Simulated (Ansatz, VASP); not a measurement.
# Re in VASP and in Ansatz

File INCAR:

```
SYSTEM = Re
PREC = Accurate
ENCUT = 520
EDIFF = 1E-6
ISMEAR = 0
SIGMA = 0.15
LREAL = .False.
LASPH = .True.
NELM = 60
ALGO = Normal
ISIF = 2
LWAVE = .False.
LCHARG = .False.
GGA = PE
NBANDS = 10
```

KPOINTS

```
regular mesh
0
Gamma
  10 10 10
  0 0 0
```

File POSCAR:

```
Re
1.0
    0.0000000000      1.9577236186      1.9038862191
    1.9038862191      0.0000000000      1.9038862191
    1.9038862191      1.9577236186      0.0000000000
Re
1
Direct
    0.0000000000      0.0000000000      0.0000000000
```

Input for Ansatz:

```yaml
crystal:
  lattice:
    - [0.0, 1.9577236186, 1.9038862191]
    - [1.9038862191, 0.0, 1.9038862191]
    - [1.9038862191, 1.9577236186, 0.0]
  atoms:
    - { symbol: Re, position: [0.0, 0.0, 0.0] }
basis:
  ecutwfc: 420
kpoints:
  mp_grid: { grid: [10, 10, 10] }
hamiltonian:
  xc: pbe
scf:
  occupations: { method: gaussian, width: 0.15 }
output:
  forces: true
  stress: true
  eigenvalues: true
```

Change from the starting cell: normal strain along x -0.0275, normal strain along z -0.0275.

Alike in both runs: task single point; functional PBE; k mesh 10 × 10 × 10; occupations gaussian, width 0.15 eV; no spin polarisation.

|  | VASP | Ansatz |
| --- | --- | --- |
| version | VASP 6.6.1 | Ansatz 0.2.0 |
| potentials or method | VASP PAW PBE potentials, release 64 (Re), cutoff 520 eV | scalar-relativistic, plane waves, PAW |
| valence electrons in the cell | 7 | 15 |

```tsv
	VASP	Ansatz	Ansatz less VASP
gap on the k mesh at the Fermi level (eV)	none	none	-
pressure (GPa)	22.6	22.8	+0.16
traceless stress, the component that is largest in VASP (GPa)	-6.04	-6.07	-0.033
```

A gap of «none» marks a metal or a gap that the smearing closes. VASP's potentials hold 7 valence electrons a cell and Ansatz's 15, so a difference there can come from the potentials and not from the codes.

Neither program's run includes spin-orbit coupling.
